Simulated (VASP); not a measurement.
Runs of VASP 6.6.1 on Si. The structure is that of space group Fd-3m (No. 227), or close to it. The cells are those of the table. 

| task | level | potentials or basis | cell | k mesh | cutoff (eV) | smearing | gap on the mesh (eV) | pressure (GPa) |
| --- | --- | --- | --- | --- | --- | --- | --- | --- |
| single point | PBE | VASP PAW PBE potentials, release 64 (Si) | a = 3.868 Å, angles 60.0°, 2 atoms | 8 × 8 × 8 | 520 | gaussian 0.05 eV | (a) | (b) |
| single point | PBE | VASP PAW PBE potentials, release 64 (Si) | a = 3.821 Å, angles 60.0°, 2 atoms | 10 × 10 × 10 | 520 | gaussian 0.02 eV | 0.56 | 3.4 |
| relaxation of cell and atoms | PBE | VASP PAW PBE potentials, release 64 (Si) | relaxed to 35 GPa from a = 3.681 Å, angles 60.0°, 2 atoms | 12 × 12 × 12 | 600 | gaussian 0.01 eV | 0.10 | 35.0 |
| single point | LDA | VASP PAW LDA potentials, release 64 (Si) | a = 3.867 Å, angles 60.0°, 2 atoms | 10 × 10 × 10 | 520 | gaussian 0.02 eV | 0.51 | -3.2 |

Alike in all rows: no spin polarisation.

Fill in the values left out.

(a) 0.65; (b) 0.0.

Caveats: the cell is relaxed towards a set pressure, so the enthalpy falls and the energy may rise (some runs).

A k mesh can miss the band edges.
